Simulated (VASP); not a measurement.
Write the native input for VASP 6.6.1 that does the following.

```
Task                   : single point
Functional             : PBE
Potentials or basis    : VASP PAW PBE potentials, release 64 (Tm_3, H, Os), 4f in core
Cutoff                 : 600 eV
k mesh                 : 10 × 10 × 10
Occupations            : gaussian, width 0.1 eV
Spin                   : no spin polarisation
Dipole correction      : no
Further INCAR settings : ALGO = Normal; EDIFF = 1e-06; NBANDS = 16
```

The structure of TmHOs lies in POSCAR:

```
TmHOs
1.0
    3.1975019936      0.0000000000      0.0000000000
    0.0000000000      3.1975019936      0.0000000000
    0.0000000000      0.0000000000      3.5516717598
Tm H Os
1 1 1
Direct
    0.5000000000      0.5000000000      0.5000000000
    0.0000000000      0.0000000000      0.5000000000
    0.0000000000      0.0000000000      0.0000000000
```

The input as run:

INCAR

```
SYSTEM = TmHOs
ALGO = Normal
EDIFF = 1E-6
ENCUT = 600
GGA = PE
GGA_COMPAT = .False.
ISIF = 2
ISMEAR = 0
LASPH = .True.
LCHARG = .False.
LMAXMIX = 6
LREAL = .False.
LWAVE = .False.
NBANDS = 16
NELM = 200
PREC = Accurate
SIGMA = 0.1
```

KPOINTS

```
k-points
0
Gamma
  10 10 10
  0 0 0
```

Potentials or basis: VASP PAW PBE potentials, release 64 (Tm_3, H, Os), 4f in core.

Launch:

```console
$ cat potpaw_PBE.64/Tm_3/POTCAR potpaw_PBE.64/H/POTCAR potpaw_PBE.64/Os/POTCAR > POTCAR
$ mpirun -np 1 vasp_std > vasp.out
```

Results of the run:

```
Pressure               : 24.3 GPa
Band gap on the k mesh : zero (bands 9 and 10 overlap by 2.95 eV)
```

Caveat: the cell stands under pressure; spin-orbit coupling is left out, which moves the levels of the heavy elements; the 4f electrons are frozen in the core, so they carry no moment and show no levels.

Wall time 32 s on 1 thread of Intel(R) Xeon(R) 6975P-C (Granite Rapids), on a shared host, peak memory 0.25 GiB.
